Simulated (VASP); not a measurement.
Wanted: the native input for a VASP 6.6.1 run.

```yaml
Task: single point
Functional: PBEsol
Potentials_or_basis: VASP PAW PBE potentials, release 64 (Pt)
Cutoff: 520 eV
k_mesh: 18 × 18 × 10
Occupations: gaussian, width 0.15 eV
Spin: no spin polarisation
Dipole_correction: no
Further_INCAR_settings: ALGO = Fast; EDIFF = 1e-07; NBANDS = 17
```

The structure of Pt lies in POSCAR:

```
Pt
1.0
    2.7054523035      0.0000000000      0.0000000000
   -1.3527261517      2.4386226857      0.0000000000
    0.0000000000      0.0000000000      4.7921340000
Pt
2
Direct
    0.6666666667      0.3333333333      0.7500000000
    0.3333333333      0.6666666667      0.2500000000
```

This cell differs from its parent crystal: strain -0.0200 x Voigt [1, -1, 0, 0, 0, 0].

The input as run:

INCAR

```
PREC     = Accurate       # precision mode
ENCUT    = 520            # plane-wave cutoff, eV
EDIFF    = 1E-7           # SCF threshold, eV
ISMEAR   = 0              # smearing method
SIGMA    = 0.15           # smearing width, eV
LREAL    = False          # projectors in reciprocal space
LASPH    = True           # aspherical terms in the spheres
NELM     = 100            # most SCF steps
ALGO     = Fast           # electronic algorithm
ISIF     = 2              # what is computed and relaxed
LWAVE    = False          # write WAVECAR
LCHARG   = False          # write CHGCAR
GGA      = PS             # functional
NBANDS   = 17             # bands
```

KPOINTS

```
regular mesh
0
Gamma
  18 18 10
```

Potentials or basis: VASP PAW PBE potentials, release 64 (Pt).

Run with:

```console
$ cat potpaw_PBE.64/Pt/POTCAR > POTCAR
$ mpirun -np 1 vasp_std > vasp.out
```

Results of the run:

- Pressure: -10.7 GPa
- Largest force: 0.006 eV/Å
- Band gap on the k mesh: zero (bands 10 and 11 overlap by 1.25 eV)

Caveat: the cell differs from its parent crystal (strain -0.0200 x Voigt [1, -1, 0, 0, 0, 0]); the stress differs along the axes, from -15 to -6 GPa; the PAW data sets were made with another functional, which shifts forces and pressure a little; spin-orbit coupling is left out, which moves the levels of the heavy elements.

Wall time 2.2 min on 1 thread of AMD EPYC 9R45 96-Core Processor (Zen 5) (shared host), peak memory 0.31 GiB.
